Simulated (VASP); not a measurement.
Input of a VASP 6.6.1 run:

INCAR

```
PREC = Accurate
ENCUT = 520
EDIFF = 1E-6
ISMEAR = 0
SIGMA = 0.1
LREAL = F
LASPH = T
NELM = 100
ALGO = Normal
ISIF = 2
LWAVE = F
LCHARG = F
LDIPOL = T
IDIPOL = 3
DIPOL = 0.5 0.5 0.500
GGA = PS
NBANDS = 42
```

Contents of KPOINTS:

```
regular mesh
0
Gamma
  9 9 1
```

Contents of POSCAR:

```
Si8Ni3
1.0
    3.8123023599      0.0000000000      0.0000000000
   -1.9061511800      3.3015506906      0.0000000000
    0.0000000000      0.0000000000     32.8945614482
Si Ni
8 3
Direct
    0.6666666667      0.3333333333      0.3344017830
    0.0000000000      0.0000000000      0.3817155593
    0.3333333333      0.6666666667      0.4290293356
    0.6666666667      0.3333333333      0.4763431119
    0.0000000000      0.0000000000      0.5236568881
    0.3333333333      0.6666666667      0.5709706644
    0.6666666667      0.3333333333      0.6182844407
    0.0000000000      0.0000000000      0.6655982170
    0.6666666667      0.3333333333      0.4053724474
    0.3333333333      0.6666666667      0.5000000000
    0.0000000000      0.0000000000      0.5946275526
```

Potentials or basis: VASP PAW PBE potentials, release 64 (Si, Ni).

Launch:

```console
$ cat potpaw_PBE.64/Si/POTCAR potpaw_PBE.64/Ni/POTCAR > POTCAR
$ mpirun -np 1 vasp_std > vasp.out
```

Task: What does it give for the largest force?

Result: 1.128 eV/Å.

Task: What does it give for the band gap on the k mesh?

Result: Zero (bands 31 and 32 overlap by 2.18 eV).

Forces in eV/Å, atoms in the order of the input:
```
Si   0.000  0.000  0.229
Si   0.000  0.000 -1.128
Si   0.000  0.000  0.175
Si   0.000  0.000 -0.134
Si   0.000  0.000  0.134
Si   0.000  0.000 -0.175
Si   0.000  0.000  1.128
Si   0.000  0.000 -0.229
Ni   0.000  0.000  0.693
Ni   0.000  0.000  0.000
Ni   0.000  0.000 -0.693
```

Caveat: the PAW data sets were made with another functional, which shifts forces and pressure a little. Spin polarisation is off, so any magnetic state and its effect on volume and gap are missing.
